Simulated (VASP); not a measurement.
Write the native input for VASP 6.6.1 that does the following.

* Task: single point
* Functional: PBE-based screened hybrid
* Potentials or basis: VASP PAW PBE potentials, release 64 (Cu, O)
* Cutoff: 520 eV
* k mesh: 5 × 5 × 3
* Occupations: fermi-dirac, width 0.05 eV
* Spin: no spin polarisation
* Dipole correction: no
* Grid for exact exchange (PRECFOCK): Normal
* Share of exact exchange: 0.1
* Further INCAR settings: ALGO = Normal; EDIFF = 1e-07; NBANDS = 25
* Screening parameter: 0.20787 1/Å

CuO:

```
Cu O
1.0
     3.28802    0.00000    0.00000
    -1.64401    2.84751    0.00000
     0.00000    0.00000    5.38502
Cu O
2 2
Direct
  0.66667 0.33333 0.00000
  0.33333 0.66667 0.50000
  0.66667 0.33333 0.62520
  0.33333 0.66667 0.12520
```

These files were run (other wordings do the same):

POSCAR

```
CuO
1.0
    3.2880244300      0.0000000000      0.0000000000
   -1.6440122100      2.8475126800      0.0000000000
    0.0000000000      0.0000000000      5.3850248600
Cu O
2 2
Direct
    0.6666666667      0.3333333333      0.0000000000
    0.3333333333      0.6666666667      0.5000000000
    0.6666666667      0.3333333333      0.6252000000
    0.3333333333      0.6666666667      0.1252000000
```

INCAR.step1

```
PREC = Accurate
ENCUT = 520
EDIFF = 1E-5
ISMEAR = -1
SIGMA = 0.05
LREAL = False
LASPH = True
NELM = 80
ALGO = Normal
ISIF = 2
LWAVE = True
LCHARG = False
GGA = PE
NBANDS = 25
LUSENCCL = False
```

INCAR.step2

```
PREC = Accurate
ENCUT = 520
EDIFF = 1E-7
ISMEAR = -1
SIGMA = 0.05
LREAL = False
LASPH = True
NELM = 80
ALGO = Normal
ISIF = 2
LWAVE = False
LCHARG = False
GGA = PE
LHFCALC = True
AEXX = 0.1
HFSCREEN = 0.2078699
PRECFOCK = Normal
ISTART = 1
NBANDS = 25
LUSENCCL = False
```

KPOINTS

```
Automatic mesh
0
Gamma
  5 5 3
```

Potentials or basis: VASP PAW PBE potentials, release 64 (Cu, O).

Launch:

```sh
$ cat potpaw_PBE.64/Cu/POTCAR potpaw_PBE.64/O/POTCAR > POTCAR
$ cp INCAR.step1 INCAR
$ mpirun -np 1 vasp_std > vasp.out
$ cp INCAR.step2 INCAR
$ mpirun -np 1 vasp_std > vasp.out
```

It gave:

```json
{
 "Pressure": "-10.1 GPa",
 "Largest force": "0.055 eV/Å",
 "Band gap on the k mesh": "zero (band 17 reaches 3.57 eV, above the bottom of band 18 at 2.33 eV)"
}
```

Caveat: the k points lie up to 0.44 Å⁻¹ apart; the PAW data sets were made with another functional, which shifts forces and pressure a little; semilocal functionals often make such compounds metallic where correlation or magnetic order opens a gap, which also shifts bond lengths.

It took 9.3 min on 1 × NVIDIA H100 80GB with 1 thread of AMD EPYC 7R13 Processor (Zen 3) (shared host), peak memory 1.3 GiB.
